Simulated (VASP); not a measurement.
# Mg (P6_3/mmc) in VASP: a series of runs

Mg is run at these levels: PBEsol; tasks: single point.

All numbers are computed with VASP 6.6.1; they aren't measurements. Logs are shortened: lines on timing, memory, paths and dates and some standing lists are left out, and cuts for length are marked.

## (1) The cell of the first run

It takes space group P6_3/mmc (No. 194, hexagonal). The conventional cell has a = 3.172 Å, b = 3.172 Å, c = 5.141 Å, α = 90.00°, β = 90.00°, γ = 120.00°. Within 4.2 Å of Mg (site symmetry -6m2) lie 12 Mg at 3.16 to 3.17 Å.

## (2) Single point, PBEsol

INCAR reads:

```
PREC = Accurate ; ENCUT = 520
EDIFF = 1E-6 ; ISMEAR = 0
SIGMA = 0.1 ; LREAL = False
LASPH = True ; NELM = 80
ALGO = Normal ; ISIF = 2
LWAVE = False ; LCHARG = False
GGA = PS ; NBANDS = 9
```

KPOINTS reads:

```
Automatic mesh
0
Gamma
  6 6 4
```

POSCAR reads:

```
Mg
1.0
    3.1720232863      0.0000000000      0.0000000000
   -1.5860116431      2.7470527473      0.0000000000
    0.0000000000      0.0000000000      5.1412049000
Mg
2
Direct
    0.3333333300      0.6666666700      0.2500000000
    0.6666666700      0.3333333300      0.7500000000
```

Potentials or basis: VASP PAW PBE potentials, release 64 (Mg).

On the command line:

```sh
$ cat potpaw_PBE.64/Mg/POTCAR > POTCAR
$ mpirun -np 1 vasp_std > vasp.out
```

OUTCAR:

```text
PREC = Accurate
   ENCUT = 520
   EDIFF = 1E-6
   ISMEAR = 0
   LREAL = False
   LASPH = True
   NELM = 80
   ISIF = 2
   GGA = PS

 ion  position               nearest neighbor table
   1  0.333  0.667  0.250-   2 3.16   2 3.16   2 3.16   2 3.16   2 3.16   2 3.16
   2  0.667  0.333  0.750-   1 3.16   1 3.16   1 3.16   1 3.16   1 3.16   1 3.16

  LATTYP: Found a hexagonal cell.
 ALAT       =     3.1720232863
 C/A-ratio  =     1.6207967080

  Lattice vectors:

 A1 = (   3.1720232863,   0.0000000000,   0.0000000000)
 A2 = (  -1.5860116431,   2.7470527473,   0.0000000000)
 A3 = (   0.0000000000,   0.0000000000,   5.1412049000)

Analysis of symmetry for initial positions (statically):
=====================================================================
 Subroutine PRICEL returns:
 Original cell was already a primitive cell.

 Routine SETGRP: Setting up the symmetry group for a
 hexagonal supercell.

 Subroutine GETGRP returns: Found 24 space group operations
 (whereof 12 operations were pure point group operations)
 out of a pool of 24 trial point group operations.

The static configuration has the point symmetry D_3d.
 The point group associated with its full space group is D_6h.

Analysis of symmetry for dynamics (positions and initial velocities):
=====================================================================
 Subroutine PRICEL returns:
 Original cell was already a primitive cell.

 Routine SETGRP: Setting up the symmetry group for a
 hexagonal supercell.

 Subroutine GETGRP returns: Found 24 space group operations
 (whereof 12 operations were pure point group operations)
 out of a pool of 24 trial point group operations.

The dynamic configuration has the point symmetry D_3d.
 The point group associated with its full space group is D_6h.

 Subroutine INISYM returns: Found 24 space group operations
 (whereof 12 operations are pure point group operations),
 and found     1 'primitive' translations

----------------------------------------------------------------------------------------

                                     Primitive cell

  volume of cell :      44.7990

  direct lattice vectors                    reciprocal lattice vectors
     3.172023286  0.000000000  0.000000000     0.315256198  0.182013251  0.000000000
    -1.586011643  2.747052747  0.000000000     0.000000000  0.364026501  0.000000000
     0.000000000  0.000000000  5.141204900     0.000000000  0.000000000  0.194506934

  length of vectors
     3.172023286  3.172023286  5.141204900     0.364026501  0.364026501  0.194506934

  position of ions in fractional coordinates (direct lattice)
     0.333333330  0.666666670  0.250000000
     0.666666670  0.333333330  0.750000000

  ion indices of the primitive-cell ions
   primitive index   ion index
                 1           1
                 2           2

----------------------------------------------------------------------------------------

 KPOINTS: Automatic mesh

Automatic generation of k-mesh.
 Grid dimensions read from file:
 generate k-points for:    6    6    4

 Generating k-lattice:

  Cartesian coordinates                     Fractional coordinates (reciprocal lattice)
     0.052542700  0.030335542  0.000000000     0.166666667  0.000000000  0.000000000
     0.000000000  0.060671084  0.000000000     0.000000000  0.166666667  0.000000000
     0.000000000  0.000000000  0.048626733     0.000000000  0.000000000  0.250000000

  Length of vectors
     0.060671084  0.060671084  0.048626733

  Shift w.r.t. Gamma in fractional coordinates (k-lattice)
     0.000000000  0.000000000  0.000000000

 Subroutine IBZKPT returns following result:
 ===========================================

 Found     21 irreducible k-points:

 Following reciprocal coordinates:
            Coordinates               Weight
  0.000000  0.000000  0.000000      1.000000
  0.166667  0.000000  0.000000      6.000000
  0.333333 -0.000000  0.000000      6.000000
  0.500000 -0.000000  0.000000      3.000000
  0.166667  0.166667  0.000000      6.000000
  0.333333  0.166667  0.000000     12.000000
[... 13 lines left out ...]
  0.333333  0.166667  0.500000     12.000000
  0.333333  0.333333  0.500000      2.000000
   k-points           NKPTS =     21   k-points in BZ     NKDIM =     21   number of bands    NBANDS=      9
   number of dos      NEDOS =    301   number of ions     NIONS =      2
   total plane-waves  NPLWV =  23040
   dimension x,y,z NGX =    24 NGY =   24 NGZ =   40
   dimension x,y,z NGXF=    48 NGYF=   48 NGZF=   80
   ions per type =               2
   NGX,Y,Z   is equivalent  to a cutoff of  12.58, 12.58, 12.93 a.u.
   NGXF,Y,Z  is equivalent  to a cutoff of  25.16, 25.16, 25.87 a.u.
 SYSTEM =  unknown system
   PREC   = accura    normal or accurate (medium, high low for compatibility)
   ISTART =      0    job   : 0-new  1-cont  2-samecut
   ICHARG =      2    charge: 1-file 2-atom 10-const
   ISPIN  =      1    spin polarized calculation?
   LNONCOLLINEAR =      F non collinear calculations
   LSORBIT =      F    spin-orbit coupling
   LASPH  =      T    aspherical Exc in radial PAW
   ENCUT  =  520.0 eV  38.22 Ry    6.18 a.u.   5.90  5.90  9.56*2*pi/ulx,y,z
   NELM   =     80;   NELMIN=  2; NELMDL= -5     # of ELM steps
   EDIFF  = 0.1E-05   stopping-criterion for ELM
   LREAL  =      F    real-space projection
   EDIFFG = 0.1E-04   stopping-criterion for IOM
   NSW    =      0    number of steps for IOM
   IBRION =     -1    ionic relax: 0-MD 1-quasi-New 2-CG
   NFREE  =      0    steps in history (QN), initial steepest desc. (CG)
   ISIF   =      2    stress and relaxation
   ISYM   =      2    0-nonsym 1-usesym 2-fastsym
   POTIM  = 0.5000    time-step for ionic-motion
   TEBEG  =    0.0;   TEEND  =   0.0 temperature during run
   PSTRESS=    0.0 pullay stress
   NELECT =       4.0000    total number of electrons
   NUPDOWN=      -1.0000    fix difference up-down
   EMIN   =  10.00;   EMAX   =-10.00  energy-range for DOS
   EFERMI =   0.00;   METHOD = LEGACY
   ISMEAR =     0;   SIGMA  =   0.10  broadening in eV -4-tet -1-fermi 0-gaus
   EFERMI_NEDOS =   21; number of points for ismear=-14 and -15
   IALGO  =     38    algorithm
   IMIX   =      4    mixing-type and parameters
     AMIX     =   0.40;   BMIX     =  1.00
     AMIX_MAG =   1.60;   BMIX_MAG =  1.00
  volume/ion in A,a.u.               =      22.40       151.16
  Fermi-wavevector in a.u.,A,eV,Ry     =   0.731710  1.382731  7.284544  0.535399
  Thomas-Fermi vector in A             =   1.823993
   LORBIT       =      0    0 simple, 1 ext, 2 COOP (PROOUT), +10 PAW based schemes
   GGA     = PS    functional components
   LHFCALC =     F    Hartree Fock is set to
   AEXX    =    0.0000 exact exchange contribution
   IVDW    =     0    specifies the selected vdW correction
   LEPSILON=     F    determine dielectric tensor
   LRPA    =     F    only Hartree local field effects (RPA)
 non-spin polarized calculation
 Gauss-broadening in eV      SIGMA  =   0.10
  energy-cutoff  :      520.00
  volume of cell :       44.80
 maximum number of plane-waves:      1224
 NGX is ok and might be reduce to    24

 number of electron       4.0000000 magnetization

 Free energy of the ion-electron system (eV)
  ---------------------------------------------------
  ext. energy  EPLUGINS =         0.00000000
  ---------------------------------------------------
  free energy    TOTEN  =        -3.38461412 eV

  energy without entropy =       -3.37753874  energy(sigma->0) =       -3.38107643

 E-fermi :   2.5632     XC(G=0):  -8.6111

 val. band max:        2.5225998723   @ k =   0.1667   0.1667   0.0000
 cond. band min:       2.5796499571   @ k =   0.3333   0.1667   0.0000
 fundamental gap:      0.0570500849
 Fermi energy:         2.5631621772

 k-point     1 :       0.0000    0.0000    0.0000
  band No.  band energies     occupation
      1      -4.3149      2.00000
      2       1.0033      2.00000
      3       1.4999      2.00000
      4      13.7710      0.00000
      5      13.7710      0.00000
      6      13.9349      0.00000
      7      13.9349      0.00000
      8      14.6905      0.00000
      9      16.3677      0.00000

 k-point     2 :       0.1667    0.0000    0.0000
  band No.  band energies     occupation
      1      -3.7610      2.00000
      2       1.5091      2.00000
      3       2.0323      2.00000
      4       8.9381      0.00000
      5      11.5449      0.00000
      6      12.1489      0.00000
      7      13.7121      0.00000
      8      14.7186      0.00000
      9      16.1544      0.00000

 k-point     3 :       0.3333   -0.0000    0.0000
  band No.  band energies     occupation
      1      -2.1190      2.00000
      2       3.0299      0.00000
      3       3.3177      0.00000
      4       4.6680      0.00000
      5       9.1644      0.00000
      6       9.3415      0.00000
      7      10.1615      0.00000
      8      12.0064      0.00000
      9      14.5857      0.00000

 k-point     4 :       0.5000   -0.0000    0.0000
  band No.  band energies     occupation
      1       0.5290      2.00000
      2       0.5656      2.00000
      3       5.4175      0.00000
      4       5.7488      0.00000
      5       6.0785      0.00000
      6       6.4893      0.00000
      7       9.7019      0.00000
      8      11.1799      0.00000
      9      14.0548      0.00000

 k-point     5 :       0.1667    0.1667    0.0000
  band No.  band energies     occupation
      1      -2.6630      2.00000
      2       2.5226      1.43379
      3       3.0335      0.00000
      4       6.7086      0.00000
      5       7.1903      0.00000
      6      11.4030      0.00000
      7      12.0862      0.00000
      8      12.1579      0.00000
      9      13.0398      0.00000

 k-point     6 :       0.3333    0.1667    0.0000
  band No.  band energies     occupation
      1      -0.5071      2.00000
      2       2.5796      0.81563
      3       4.5515      0.00000
      4       4.9756      0.00000
      5       6.1770      0.00000
      6       7.6281      0.00000
      7       8.8907      0.00000
      8      10.7489      0.00000
      9      11.8586      0.00000
[... 133 lines left out ...]
 k-point    18 :       0.5000   -0.0000    0.5000
  band No.  band energies     occupation
      1       1.5910      2.00000
      2       1.5910      2.00000
      3       2.2814      1.99993
      4       2.2814      1.99993
      5      10.8311      0.00000
      6      10.8311      0.00000
      7      10.8874      0.00000
      8      10.8874      0.00000
      9      12.5439      0.00000

 k-point    19 :       0.1667    0.1667    0.5000
  band No.  band energies     occupation
      1      -1.2715      2.00000
      2      -1.2715      2.00000
      3       7.7045      0.00000
      4       7.7045      0.00000
      5       8.1742      0.00000
      6       8.1742      0.00000
      7      10.1573      0.00000
      8      10.1573      0.00000
      9      17.0608      0.00000

 k-point    20 :       0.3333    0.1667    0.5000
  band No.  band energies     occupation
      1       0.8379      2.00000
      2       0.8379      2.00000
      3       4.0270      0.00000
      4       4.0270      0.00000
      5       7.1943      0.00000
      6       7.1943      0.00000
      7      11.7203      0.00000
      8      11.7203      0.00000
      9      14.4750      0.00000

 k-point    21 :       0.3333    0.3333    0.5000
  band No.  band energies     occupation
      1       2.9123      0.00000
      2       2.9123      0.00000
      3       3.3744      0.00000
      4       3.3744      0.00000
      5       4.3343      0.00000
      6       4.3343      0.00000
      7      13.8503      0.00000
      8      13.8506      0.00000
      9      13.9861      0.00000

------------------------ aborting loop because EDIFF is reached ----------------------------------------

  FORCE on cell =-STRESS in cart. coord.  units (eV):
  Direction    XX          YY          ZZ          XY          YZ          ZX
  --------------------------------------------------------------------------------------
  -------------------------------------------------------------------------------------
  Total        0.0253107      0.0253107      0.1242346      0.0000000      0.0000000      0.0000000
  in kB        0.9052046      0.9052046      4.4430864      0.0000000      0.0000000      0.0000000
  external PRESSURE =       2.0844986 kB  Pullay stress =       0.0000000 kB

 VOLUME and BASIS-vectors are now :
 -----------------------------------------------------------------------------
  energy-cutoff  :      520.00
  volume of cell :       44.80
      direct lattice vectors                 reciprocal lattice vectors
     3.172023286  0.000000000  0.000000000     0.315256198  0.182013251  0.000000000
    -1.586011643  2.747052747  0.000000000     0.000000000  0.364026501  0.000000000
     0.000000000  0.000000000  5.141204900     0.000000000  0.000000000  0.194506934

 POSITION                                       TOTAL-FORCE (eV/Angst)
 -----------------------------------------------------------------------------------
     -0.00000      1.83137      1.28530        -0.000000      0.000000      0.000000
      1.58601      0.91568      3.85590         0.000000      0.000000      0.000000
 -----------------------------------------------------------------------------------
    total drift:                                0.000000     -0.000000      0.000000

  FREE ENERGIE OF THE ION-ELECTRON SYSTEM (eV)
  ---------------------------------------------------
  free  energy   TOTEN  =        -3.3846141221 eV

  energy  without entropy=       -3.3775387371  energy(sigma->0) =       -3.38107643
```

Wall time 4.1 s (1 thread of Intel Xeon Platinum 8488C (Sapphire Rapids), shared host); peak memory 0.15 GiB.

Results:

```
Free energy            : -3.3846 eV
Pressure               : 0.2 GPa
Band gap on the k mesh : zero (band 2 reaches 3.03 eV, above the bottom of band 3 at 1.50 eV)
```

Levels at points of the mesh, in eV from the Fermi level:
```tsv
k point	band 1	band 2	band 3	band 4	band 5	band 6
(0.00, 0.00, 0.00)	-6.88	-1.56	-1.06	11.21	11.21	11.37
(0.50, 0.00, 0.00)	-2.03	-2.00	2.85	3.19	3.52	3.93
(0.00, 0.00, 0.50)	-5.46	-5.46	5.29	5.29	11.96	11.96
(0.50, 0.00, 0.50)	-0.97	-0.97	-0.28	-0.28	8.27	8.27
```

Caveat: the k points lie up to 0.38 Å⁻¹ apart; the PAW data sets were made with another functional, which shifts forces and pressure a little.

## (3) Single point, PBEsol

This run uses another cell than the first one: it holds 4 atoms, not 2.

INCAR reads:

```
ALGO = Normal
EDIFF = 1E-7
ENCUT = 520
GGA = PS
ISIF = 2
ISMEAR = 0
LASPH = True
LCHARG = False
LREAL = False
LWAVE = False
NBANDS = 12
NELM = 80
PREC = Accurate
SIGMA = 0.1
```

KPOINTS reads:

```
k-points
0
Gamma
  6 6 2
```

POSCAR reads:

```
Mg
1.0
    3.1768261656      0.0000000000      0.0000000000
   -1.5884130828      2.7512121628      0.0000000000
    0.0000000000      0.0000000000     10.3188620100
Mg
4
Direct
    0.0000000000      0.0000000000      0.0000000000
    0.3333333300      0.6666666700      0.2500000000
    0.0000000000      0.0000000000      0.5000000000
    0.6666666700      0.3333333300      0.7500000000
```

Potentials or basis: VASP PAW PBE potentials, release 64 (Mg).

On the command line:

```sh
$ cat potpaw_PBE.64/Mg/POTCAR > POTCAR
$ mpirun -np 1 vasp_std > vasp.out
```

It took 10 s on 1 thread of Intel Xeon Platinum 8488C (Sapphire Rapids), shared host; peak memory 0.19 GiB.

It converged, with:

```yaml
Free_energy: -6.7452 eV
Pressure: 0.0 GPa
Band_gap_on_the_k_mesh: zero (band 4 reaches 2.98 eV, above the bottom of band 5 at 1.44 eV)
```

Stress tensor (GPa, compression positive):
```
-0.38  0.00  0.00
 0.00 -0.38  0.00
 0.00  0.00  0.68
```

Levels at points of the mesh, in eV from the Fermi level:
```tsv
k point	band 1	band 2	band 3	band 4	band 5	band 6	band 7	band 8
(0.00, 0.00, 0.00)	-6.88	-5.48	-5.47	-1.59	-1.11	5.20	5.21	11.18
(0.50, 0.00, 0.00)	-2.04	-2.02	-0.97	-0.94	-0.38	-0.35	2.90	3.07
(0.00, 0.00, 0.50)	-6.53	-6.53	-3.74	-3.74	1.65	1.65	9.21	9.21
(0.50, 0.00, 0.50)	-1.76	-1.76	-1.64	-1.64	0.81	0.81	1.27	1.27
```

Caveat: the k points lie up to 0.38 Å⁻¹ apart; the PAW data sets were made with another functional, which shifts forces and pressure a little.

## (4) Single point, PBEsol

This run uses another cell than the first one: it holds 4 atoms, not 2.

INCAR reads:

```
  ALGO = Fast
  EDIFF = 1E-6
  ENCUT = 520
  GGA = PS
  ISIF = 2
  ISMEAR = 0
  LASPH = T
  LCHARG = T
  LELF = T
  LREAL = F
  LVHAR = T
  LWAVE = F
  NBANDS = 12
  NELM = 100
  PREC = Accurate
  SIGMA = 0.1
```

KPOINTS reads:

```
k-points
0
Gamma
  18 18 6
```

POSCAR reads:

```
Mg
1.0
    3.1770776443      0.0000000000      0.0000000000
   -1.5885388221      2.7514299497      0.0000000000
    0.0000000000      0.0000000000     10.3317786627
Mg
4
Direct
    0.0000000000      0.0000000000      0.0000000000
    0.3333333333      0.6666666667      0.2500000000
    0.0000000000      0.0000000000      0.5000000000
    0.6666666667      0.3333333333      0.7500000000
```

On the command line:

```sh
$ cat potpaw_PBE.64/Mg/POTCAR > POTCAR
$ mpirun -np 1 vasp_std > vasp.out
```

It took 65 s on 1 thread of Intel Xeon Platinum 8488C (Sapphire Rapids), shared host; peak memory 0.29 GiB.

It converged, with:

| Item | Value |
| --- | --- |
| Free energy | -6.8775 eV |
| Pressure | 0.0 GPa |
| Band gap on the k mesh | zero (band 4 reaches 3.64 eV, above the bottom of band 5 at 1.43 eV) |

Levels at points of the mesh, in eV from the Fermi level:
| k point | band 1 | band 2 | band 3 | band 4 | band 5 | band 6 | band 7 | band 8 |
| --- | --- | --- | --- | --- | --- | --- | --- | --- |
| (0.00, 0.00, 0.00) | -6.97 | -5.57 | -5.57 | -1.69 | -1.22 | 5.08 | 5.09 | 11.09 |
| (0.50, 0.00, 0.00) | -2.13 | -2.12 | -1.06 | -1.03 | -0.48 | -0.45 | 2.80 | 2.97 |
| (0.00, 0.00, 0.50) | -6.62 | -6.62 | -3.84 | -3.84 | 1.54 | 1.54 | 9.09 | 9.09 |
| (0.50, 0.00, 0.50) | -1.86 | -1.86 | -1.73 | -1.73 | 0.71 | 0.71 | 1.17 | 1.17 |

Caveat: the PAW data sets were made with another functional, which shifts forces and pressure a little.

## (5) The runs side by side

| cell | k mesh | gap on the mesh (eV) | pressure (GPa) |
| --- | --- | --- | --- |
| a = 3.172, b = 3.172, c = 5.141 Å, angles 90.0, 90.0, 120.0°, 2 atoms | 6 × 6 × 4 | none | 0.2 |
| a = 3.177, b = 3.177, c = 10.319 Å, angles 90.0, 90.0, 120.0°, 4 atoms | 6 × 6 × 2 | none | 0.0 |
| a = 3.177, b = 3.177, c = 10.332 Å, angles 90.0, 90.0, 120.0°, 4 atoms | 18 × 18 × 6 | none | 0.0 |

Alike in all rows: task single point; level PBEsol; potentials or basis VASP PAW PBE potentials, release 64 (Mg); no spin polarisation; cutoff (eV) 520; smearing gaussian 0.1 eV.

Caveats: some runs use coarse meshes; the PAW data sets were made with another functional, which shifts forces and pressure a little.

Absolute energies hang on the potentials; compare differences alone.
